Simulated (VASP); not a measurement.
Input of a VASP 6.6.1 run:

File INCAR:

```
SYSTEM = CaCu2S2
  PREC = Accurate
  ENCUT = 520
  EDIFF = 1E-6
  ISMEAR = -1
  SIGMA = 0.02
  LREAL = .FALSE.
  LASPH = .TRUE.
  NELM = 80
  ALGO = Normal
  ISIF = 2
  LWAVE = .FALSE.
  LCHARG = .FALSE.
  GGA = PE
  NBANDS = 30
```

Contents of KPOINTS:

```
regular mesh
0
G
  8 8 5
  0 0 0
```

Contents of POSCAR:

```
CaCu2S2
1.0
    3.9399999606      0.0000000000      0.0000000000
   -1.9699999803      3.4121400568      0.0000000000
    0.0000000000      0.0000000000      6.5230000000
Ca Cu S
1 2 2
Direct
    0.0000000000      0.0000000000      0.0000000000
    0.3333333333      0.6666666667      0.3725653500
    0.6666666667      0.3333333333      0.6274346500
    0.3333333333      0.6666666667      0.7414966921
    0.6666666667      0.3333333333      0.2585033079
```

Potentials or basis: VASP PAW PBE potentials, release 64 (Ca_sv, Cu, S).

The run is started by

```bash
$ cat potpaw_PBE.64/Ca_sv/POTCAR potpaw_PBE.64/Cu/POTCAR potpaw_PBE.64/S/POTCAR > POTCAR
$ mpirun -np 1 vasp_std > vasp.out
```

Question: Estimate the pressure.

Answer: -0.3 GPa.

Question: Estimate the band gap on the k mesh.

Answer: 1.07 eV.

Stress tensor (GPa, compression positive):
```
-0.52  0.00  0.00
 0.00 -0.52  0.00
 0.00  0.00  0.03
```
